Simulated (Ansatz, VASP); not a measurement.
**One calculation of HgH3, two programs**

```
Hg H
1.0
     7.33779    0.10641    0.09309
     0.10738    7.27418    0.07169
     0.09201    0.07026    7.35827
Hg H
2 6
Direct
  0.49094 0.51649 0.50430
  0.95398 0.04675 0.01291
  0.04512 0.46597 0.46748
  0.94256 0.46863 0.47046
  0.50372 0.06462 0.51754
  0.50370 0.96119 0.51795
  0.52361 0.48489 0.05548
  0.53638 0.49145 0.95388
```

Change from the starting cell: cell x1, atoms moved at random (sigma 0.15 Å) and cell strained at random (1.5 %), then relaxed without symmetry.

Alike in both runs: functional PBE; k mesh 2 × 2 × 2; occupations gaussian, width 0.1 eV; no spin polarisation.

Ansatz relaxed the structure, and its values are those at the end. VASP's run is a single point on that final structure, the one shown.

|  | VASP | Ansatz |
| --- | --- | --- |
| version | VASP 6.6.1 | Ansatz 0.2.0 |
| potentials or method | VASP PAW PBE potentials, release 64 (Hg, H), cutoff 520 eV | scalar-relativistic, plane waves, PAW |
| valence electrons in the cell | 30 | 46 |

|  | VASP | Ansatz | Ansatz less VASP |
| --- | --- | --- | --- |
| gap on the k mesh at the Fermi level (eV) | 4.94 | 4.93 | -0.009 |
| least direct gap on the mesh (eV) | 4.94 | 4.93 | -0.009 |
| pressure (GPa) | 0.0 | 0.0 | +0.05 |
| rms of the force components (eV/Å) | 0.014 | 0.008 | -0.0054 |

The functional is the same, so the differences come from potentials, cutoffs and numerics. VASP's potentials hold 30 valence electrons a cell and Ansatz's 46, so a difference there can come from the potentials and not from the codes.

The k mesh is coarse, so the values compare programs but aren't converged. Neither program's run includes spin-orbit coupling.
